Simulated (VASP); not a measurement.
Wanted: the native input for a VASP 6.6.1 run.

```
Task                   : single point
Functional             : r2SCAN
Potentials or basis    : VASP PAW PBE potentials, release 64 (Mg)
Cutoff                 : 660 eV
k mesh                 : 6 × 6 × 6
Occupations            : tetrahedron
Spin                   : no spin polarisation
Dipole correction      : no
Further INCAR settings : ALGO = Normal; EDIFF = 1e-06; NBANDS = 7
```

Crystal: Mg.

```
Mg
1.0
    -1.83599    1.83599    1.67940
     1.83599   -1.83599    1.67940
     1.83599    1.83599   -1.67940
Mg
1
Cartesian
  0.0000 0.0000 0.0000
```

The input as run:

POSCAR

```
Mg
1.0
   -1.8359916300      1.8359916300      1.6794040200
    1.8359916300     -1.8359916300      1.6794040200
    1.8359916300      1.8359916300     -1.6794040200
Mg
1
Direct
    0.0000000000      0.0000000000      0.0000000000
```

INCAR.step1

```
PREC = Accurate
ENCUT = 660
ISMEAR = -5
SIGMA = 0.1
LREAL = F
LASPH = T
NELM = 120
NBANDS = 7
GGA = PE
ALGO = Normal
EDIFF = 1E-5
LWAVE = T
LCHARG = F
GGA_COMPAT = F
```

INCAR.step2

```
PREC = Accurate
ENCUT = 660
EDIFF = 1E-6
ISMEAR = -5
SIGMA = 0.1
LREAL = F
LASPH = T
NELM = 120
ALGO = Normal
ISIF = 2
LWAVE = F
LCHARG = T
METAGGA = R2SCAN
LMIXTAU = T
LELF = T
LVHAR = T
NBANDS = 7
ISTART = 1
GGA_COMPAT = F
```

KPOINTS

```
Automatic mesh
0
Gamma
  6 6 6
```

Potentials or basis: VASP PAW PBE potentials, release 64 (Mg).

Command:

```bash
$ cat potpaw_PBE.64/Mg/POTCAR > POTCAR
$ cp INCAR.step1 INCAR
$ mpirun -np 1 vasp_std > vasp.out
$ cp INCAR.step2 INCAR
$ mpirun -np 1 vasp_std > vasp.out
```

It gave:

The pressure is -1.1 GPa and the band gap on the k mesh is zero (bands 1 and 2 overlap by 4.74 eV).

Caveat: the k points lie up to 0.42 Å⁻¹ apart, too coarse for converged energies and pressures of a metal; the PAW data sets were made with another functional, which shifts forces and pressure a little; tetrahedron occupations give inexact forces and stress in metals.

Run time: 18 s on 1 thread of AMD EPYC 9R45 96-Core Processor (Zen 5), with other jobs on the host, peak memory 0.13 GiB.
